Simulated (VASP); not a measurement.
# NaF (Villiaumite) (Fm-3m) in VASP: further runs

NaF (Villiaumite) is run at these levels: LDA; tasks: single point.

Everything below comes from runs of VASP 6.6.1. Logs are shortened: lines on timing, memory, paths and dates and some standing lists are left out, and cuts for length are marked.

## (1) The cell of the first run

The structure is cubic, space group Fm-3m (No. 225). The conventional cell has a = 4.481 Å, b = 4.481 Å, c = 4.481 Å, α = 90.00°, β = 90.00°, γ = 90.00°. Within 3.0 Å of Na (site symmetry m-3m) lie 6 F at 2.24 Å. F (site symmetry m-3m) has 6 Na at 2.24 Å within 3.0 Å.

## (2) Single point, LDA

INCAR

```
PREC     = Accurate       # precision mode
ENCUT    = 520            # plane-wave cutoff, eV
EDIFF    = 1E-6           # SCF threshold, eV
ISMEAR   = 0              # smearing method
SIGMA    = 0.01           # smearing width, eV
LREAL    = False          # projectors in reciprocal space
LASPH    = True           # aspherical terms in the spheres
NELM     = 60             # most SCF steps
ALGO     = Normal         # electronic algorithm
ISIF     = 2              # what is computed and relaxed
LWAVE    = False          # write WAVECAR
LCHARG   = True           # write CHGCAR
GGA      = CA             # functional
LELF     = True           # ELF
LVHAR    = True         
NBANDS   = 14             # bands
```

KPOINTS

```
Automatic mesh
0
Gamma
  10 10 10
```

POSCAR

```
NaF
1.0
    0.0000000000      2.2405223142      2.2405223142
    2.2405223142      0.0000000000      2.2405223142
    2.2405223142      2.2405223142      0.0000000000
Na F
1 1
Direct
    0.0000000000      0.0000000000      0.0000000000
    0.5000000000      0.5000000000      0.5000000000
```

Potentials or basis: VASP PAW LDA potentials, release 64 (Na_pv, F).

Run with:

```console
$ cat potpaw_LDA.64/Na_pv/POTCAR potpaw_LDA.64/F/POTCAR > POTCAR
$ mpirun -np 1 vasp_std > vasp.out
```

OUTCAR:

```text
PREC = Accurate
   ENCUT = 520
   EDIFF = 1E-6
   ISMEAR = 0
   LREAL = False
   LASPH = True
   NELM = 60
   ISIF = 2
   GGA = CA

 ion  position               nearest neighbor table
   1  0.000  0.000  0.000-   2 2.24   2 2.24   2 2.24   2 2.24   2 2.24   2 2.24
   2  0.500  0.500  0.500-   1 2.24   1 2.24   1 2.24   1 2.24   1 2.24   1 2.24

  LATTYP: Found a face centered cubic cell.
 ALAT       =     4.4810446284

  Lattice vectors:

 A1 = (   0.0000000000,   2.2405223142,   2.2405223142)
 A2 = (   2.2405223142,   0.0000000000,   2.2405223142)
 A3 = (   2.2405223142,   2.2405223142,   0.0000000000)

Analysis of symmetry for initial positions (statically):
[... 5 lines left out ...]
 face centered cubic supercell.

 Subroutine GETGRP returns: Found 48 space group operations
 (whereof 48 operations were pure point group operations)
 out of a pool of 48 trial point group operations.

The static configuration has the point symmetry O_h .

Analysis of symmetry for dynamics (positions and initial velocities):
[... 5 lines left out ...]
 face centered cubic supercell.

 Subroutine GETGRP returns: Found 48 space group operations
 (whereof 48 operations were pure point group operations)
 out of a pool of 48 trial point group operations.

The dynamic configuration has the point symmetry O_h .

 Subroutine INISYM returns: Found 48 space group operations
 (whereof 48 operations are pure point group operations),
 and found     1 'primitive' translations

----------------------------------------------------------------------------------------

                                     Primitive cell

  volume of cell :      22.4946

  direct lattice vectors                    reciprocal lattice vectors
     0.000000000  2.240522314  2.240522314    -0.223162250  0.223162250  0.223162250
     2.240522314  0.000000000  2.240522314     0.223162250 -0.223162250  0.223162250
     2.240522314  2.240522314  0.000000000     0.223162250  0.223162250 -0.223162250

  length of vectors
     3.168577044  3.168577044  3.168577044     0.386528355  0.386528355  0.386528355

  position of ions in fractional coordinates (direct lattice)
     0.000000000  0.000000000  0.000000000
     0.500000000  0.500000000  0.500000000

  ion indices of the primitive-cell ions
   primitive index   ion index
                 1           1
                 2           2

----------------------------------------------------------------------------------------

 KPOINTS: Automatic mesh

Automatic generation of k-mesh.
 Grid dimensions read from file:
 generate k-points for:   10   10   10
[... 68 lines left out ...]
   IBRION =     -1    ionic relax: 0-MD 1-quasi-New 2-CG
   NFREE  =      0    steps in history (QN), initial steepest desc. (CG)
   ISIF   =      2    stress and relaxation
   ISYM   =      2    0-nonsym 1-usesym 2-fastsym
   POTIM  = 0.5000    time-step for ionic-motion
   TEBEG  =    0.0;   TEEND  =   0.0 temperature during run
   PSTRESS=    0.0 pullay stress
   NELECT =      14.0000    total number of electrons
   NUPDOWN=      -1.0000    fix difference up-down
   EMIN   =  10.00;   EMAX   =-10.00  energy-range for DOS
   EFERMI =   0.00;   METHOD = LEGACY
   ISMEAR =     0;   SIGMA  =   0.01  broadening in eV -4-tet -1-fermi 0-gaus
   EFERMI_NEDOS =   21; number of points for ismear=-14 and -15
   IALGO  =     38    algorithm
   IMIX   =      4    mixing-type and parameters
     AMIX     =   0.40;   BMIX     =  1.00
     AMIX_MAG =   1.60;   BMIX_MAG =  1.00
  volume/ion in A,a.u.               =      11.25        75.90
  Fermi-wavevector in a.u.,A,eV,Ry     =   1.397735  2.641337 26.581208  1.953664
  Thomas-Fermi vector in A             =   2.520962
   LORBIT       =      0    0 simple, 1 ext, 2 COOP (PROOUT), +10 PAW based schemes
   GGA     = CA    functional components
   LHFCALC =     F    Hartree Fock is set to
   AEXX    =    0.0000 exact exchange contribution
   IVDW    =     0    specifies the selected vdW correction
   LEPSILON=     F    determine dielectric tensor
   LRPA    =     F    only Hartree local field effects (RPA)
 non-spin polarized calculation
 Gauss-broadening in eV      SIGMA  =   0.01
  energy-cutoff  :      520.00
  volume of cell :       22.49
 maximum number of plane-waves:       620
   NGX = 11   NGY = 11   NGZ = 11

 number of electron      14.0000020 magnetization

 Free energy of the ion-electron system (eV)
  ---------------------------------------------------
  ext. energy  EPLUGINS =         0.00000000
  ---------------------------------------------------
  free energy    TOTEN  =        -9.33107569 eV

  energy without entropy =       -9.33107569  energy(sigma->0) =       -9.33107569

 E-fermi :  -1.8941     XC(G=0): -10.4595

 val. band max:       -2.0385794658   @ k =   0.0000   0.0000   0.0000
 cond. band min:       4.4832695938   @ k =   0.0000   0.0000   0.0000
 fundamental gap:      6.5218490595
 Fermi energy:        -1.8940550244

 k-point     1 :       0.0000    0.0000    0.0000
  band No.  band energies     occupation
      1     -20.9913      2.00000
      2     -20.5215      2.00000
      3     -20.5215      2.00000
      4     -20.5215      2.00000
      5      -2.0386      2.00000
      6      -2.0386      2.00000
      7      -2.0386      2.00000
      8       4.4833      0.00000
      9      17.1902      0.00000
     10      17.1902      0.00000
     11      17.1902      0.00000
     12      20.2194      0.00000
     13      22.5646      0.00000
     14      22.5646      0.00000
[... 377 lines left out ...]
      1     -21.2444      2.00000
      2     -20.5934      2.00000
      3     -20.5811      2.00000
      4     -20.1007      2.00000
      5      -3.4322      2.00000
      6      -2.4904      2.00000
      7      -2.4226      2.00000
      8       8.9777      0.00000
      9      11.7529      0.00000
     10      15.3459      0.00000
     11      18.3306      0.00000
     12      18.3783      0.00000
     13      24.7244      0.00000
     14      25.4255      0.00000

 [... further k-points ...]
[... 5 lines left out ...]
  --------------------------------------------------------------------------------------
  -------------------------------------------------------------------------------------
  Total        0.1277441      0.1277441      0.1277441     -0.0000000     -0.0000000      0.0000000
  in kB        9.0985802      9.0985802      9.0985802     -0.0000000     -0.0000000      0.0000000
  external PRESSURE =       9.0985802 kB  Pullay stress =       0.0000000 kB

 VOLUME and BASIS-vectors are now :
 -----------------------------------------------------------------------------
  energy-cutoff  :      520.00
  volume of cell :       22.49
      direct lattice vectors                 reciprocal lattice vectors
     0.000000000  2.240522314  2.240522314    -0.223162250  0.223162250  0.223162250
     2.240522314  0.000000000  2.240522314     0.223162250 -0.223162250  0.223162250
     2.240522314  2.240522314  0.000000000     0.223162250  0.223162250 -0.223162250

 POSITION                                       TOTAL-FORCE (eV/Angst)
 -----------------------------------------------------------------------------------
      0.00000      0.00000      0.00000         0.000000      0.000000      0.000000
      2.24052      2.24052      2.24052         0.000000      0.000000      0.000000
 -----------------------------------------------------------------------------------
    total drift:                                0.000000     -0.000000      0.000000

  FREE ENERGIE OF THE ION-ELECTRON SYSTEM (eV)
  ---------------------------------------------------
  free  energy   TOTEN  =        -9.3310756945 eV

  energy  without entropy=       -9.3310756945  energy(sigma->0) =       -9.33107569
```

stdout:

```text
POSCAR found type information on POSCAR NaF
 POSCAR found :  2 types and       2 ions
 scaLAPACK will be used
 LDA part: xc-table for (Slater(with rela. corr.)+CA(PZ))
 , standard interpolation
 POSCAR, INCAR and KPOINTS ok, starting setup
 FFT: planning ... GRIDC
 FFT: planning ... GRID_SOFT
 FFT: planning ... GRID
 WAVECAR not read
 entering main loop
```

Wall time 6.4 s (1 thread of Intel Xeon Platinum 8488C (Sapphire Rapids), shared host); peak memory 0.12 GiB.

Results:

```
Free energy            : -9.3311 eV
Pressure               : 0.9 GPa
Band gap on the k mesh : 6.52 eV, direct
```

## (3) Single point, LDA

This run uses another cell than the first one, of 11.42 Å³/atom, 1.015 times its volume.

INCAR

```
SYSTEM = NaF
PREC     = Accurate       ! precision mode
ENCUT    = 520            ! plane-wave cutoff, eV
EDIFF    = 1E-6           ! SCF threshold, eV
ISMEAR   = 0              ! smearing method
SIGMA    = 0.01           ! smearing width, eV
LREAL    = .False.        ! projectors in reciprocal space
LASPH    = .True.         ! aspherical terms in the spheres
NELM     = 60             ! most SCF steps
ALGO     = Normal         ! electronic algorithm
ISIF     = 2              ! what is computed and relaxed
LWAVE    = .False.        ! write WAVECAR
LCHARG   = .False.        ! write CHGCAR
NBANDS   = 14             ! bands
```

KPOINTS

```
regular mesh
0
Gamma
  10 10 10
  0 0 0
```

POSCAR

```
NaF
1.0
    0.0000000000      2.2517812203      2.2517812203
    2.2517812203      0.0000000000      2.2517812203
    2.2517812203      2.2517812203      0.0000000000
Na F
1 1
Direct
    0.0000000000      0.0000000000      0.0000000000
    0.5000000000      0.5000000000      0.5000000000
```

Potentials or basis: VASP PAW LDA potentials, release 64 (Na_pv, F).

Run with:

```console
$ cat potpaw_LDA.64/Na_pv/POTCAR potpaw_LDA.64/F/POTCAR > POTCAR
$ mpirun -np 1 vasp_std > vasp.out
```

Wall time 6.8 s (1 thread of Intel Xeon Platinum 8488C (Sapphire Rapids), shared host); peak memory 0.12 GiB.

The run converged. Its results:

- Free energy: -9.3326 eV
- Pressure: -0.1 GPa
- Band gap on the k mesh: 6.43 eV, direct

Levels at points of the mesh, in eV from the valence-band top:
| k point | band 5 | band 6 | band 7 | band 8 | band 9 | band 10 |
| --- | --- | --- | --- | --- | --- | --- |
| (0.00, 0.00, 0.00) | 0.00 | 0.00 | 0.00 | 6.43 | 19.12 | 19.12 |
| (0.50, 0.00, 0.00) | -1.86 | -0.31 | -0.31 | 10.91 | 12.83 | 20.59 |
| (0.50, 0.50, 0.00) | -1.47 | -0.46 | -0.46 | 13.10 | 13.46 | 14.10 |

## (4) Single point, LDA

This run uses another cell than the first one, of 11.42 Å³/atom, 1.015 times its volume.

INCAR

```
PREC = Accurate
ENCUT = 520
EDIFF = 1E-6
ISMEAR = 0
SIGMA = 0.01
LREAL = F
LASPH = T
NELM = 100
ALGO = Normal
ISIF = 2
LWAVE = F
LCHARG = F
GGA = CA
NBANDS = 14
```

KPOINTS

```
Automatic mesh
0
Gamma
  10 10 10
```

POSCAR is that of step 3.

Run with:

```console
$ cat potpaw_LDA.64/Na_pv/POTCAR potpaw_LDA.64/F/POTCAR > POTCAR
$ mpirun -np 1 vasp_std > vasp.out
```

Wall time 6.5 s (1 thread of Intel Xeon Platinum 8488C (Sapphire Rapids), shared host); peak memory 0.12 GiB.

It converged, with:

* Free energy: -9.3326 eV
* Pressure: -0.1 GPa
* Band gap on the k mesh: 6.43 eV, direct

Levels at points of the mesh, in eV from the valence-band top:
| k point | band 5 | band 6 | band 7 | band 8 | band 9 | band 10 |
| --- | --- | --- | --- | --- | --- | --- |
| (0.00, 0.00, 0.00) | 0.00 | 0.00 | 0.00 | 6.43 | 19.12 | 19.12 |
| (0.50, 0.00, 0.00) | -1.86 | -0.31 | -0.31 | 10.91 | 12.83 | 20.59 |
| (0.50, 0.50, 0.00) | -1.47 | -0.46 | -0.46 | 13.10 | 13.46 | 14.10 |

## (5) Single point, LDA

This run uses another cell than the first one, of 11.42 Å³/atom, 1.015 times its volume.

INCAR

```
PREC     = Accurate       # precision mode
ENCUT    = 520            # plane-wave cutoff, eV
EDIFF    = 1E-6           # SCF threshold, eV
ISMEAR   = 0              # smearing method
SIGMA    = 0.01           # smearing width, eV
LREAL    = False          # projectors in reciprocal space
LASPH    = True           # aspherical terms in the spheres
NELM     = 80             # most SCF steps
ALGO     = Normal         # electronic algorithm
ISIF     = 2              # what is computed and relaxed
LWAVE    = False          # write WAVECAR
LCHARG   = True           # write CHGCAR
LELF     = True           # ELF
LVHAR    = True         
NBANDS   = 14             # bands
```

KPOINTS is that of step 4.

POSCAR is that of step 4.

Run with:

```console
$ cat potpaw_LDA.64/Na_pv/POTCAR potpaw_LDA.64/F/POTCAR > POTCAR
$ mpirun -np 1 vasp_std > vasp.out
```

Run time: 6.1 s. Hardware: 1 thread of Intel Xeon Platinum 8488C (Sapphire Rapids), shared host; peak memory 0.12 GiB.

Results (log left out):

- Free energy: -9.3326 eV
- Pressure: -0.1 GPa
- Band gap on the k mesh: 6.43 eV, direct

Levels at points of the mesh, in eV from the valence-band top:
```csv
k point,band 5,band 6,band 7,band 8,band 9,band 10
"(0.00, 0.00, 0.00)",0.00,0.00,0.00,6.43,19.12,19.12
"(0.50, 0.00, 0.00)",-1.86,-0.31,-0.31,10.91,12.83,20.59
"(0.50, 0.50, 0.00)",-1.47,-0.46,-0.46,13.10,13.46,14.10
```

## (6) Single point, LDA

This run uses another cell than the first one, of 11.59 Å³/atom, 1.030 times its volume.

INCAR

```
ALGO = Normal ; EDIFF = 1E-6
ENCUT = 520 ; GGA = CA
ISIF = 2 ; ISMEAR = 0
LASPH = True ; LCHARG = False
LREAL = False ; LWAVE = False
NBANDS = 14 ; NELM = 80
PREC = Accurate ; SIGMA = 0.01
```

KPOINTS

```
k-points
0
Gamma
  10 10 10
```

POSCAR

```
NaF
1.0
    0.0000000000      2.2630401264      2.2630401264
    2.2630401264      0.0000000000      2.2630401264
    2.2630401264      2.2630401264      0.0000000000
Na F
1 1
Direct
    0.0000000000      0.0000000000      0.0000000000
    0.5000000000      0.5000000000      0.5000000000
```

Potentials or basis: VASP PAW LDA potentials, release 64 (Na_pv, F).

Run with:

```console
$ cat potpaw_LDA.64/Na_pv/POTCAR potpaw_LDA.64/F/POTCAR > POTCAR
$ mpirun -np 1 vasp_std > vasp.out
```

Wall time 6.1 s (1 thread of Intel Xeon Platinum 8488C (Sapphire Rapids), shared host); peak memory 0.12 GiB.

It converged, with:

```
Free energy            : -9.3321 eV
Pressure               : -1.0 GPa
Band gap on the k mesh : 6.34 eV, direct
```

Levels at points of the mesh, in eV from the valence-band top:
```
           k point  band 5  band 6  band 7  band 8  band 9  band 10
(0.00, 0.00, 0.00)    0.00    0.00    0.00    6.34   19.02    19.02
(0.50, 0.00, 0.00)   -1.83   -0.31   -0.31   10.82   12.70    20.43
(0.50, 0.50, 0.00)   -1.44   -0.46   -0.46   13.06   13.33    13.95
```

## (7) The runs side by side

```tsv
cell	gap on the mesh (eV)	pressure (GPa)
a = 3.169 Å, angles 60.0°, 2 atoms	6.52	0.9
a = 3.184 Å, angles 60.0°, 2 atoms	6.43	-0.1
a = 3.200 Å, angles 60.0°, 2 atoms	6.34	-1.0
```

Alike in all rows: task single point; level LDA; potentials or basis VASP PAW LDA potentials, release 64 (Na_pv, F); no spin polarisation; k mesh 10 × 10 × 10; cutoff (eV) 520; smearing gaussian 0.01 eV.

Total energies depend on the potentials used, so only differences within one code and one set of settings carry meaning.
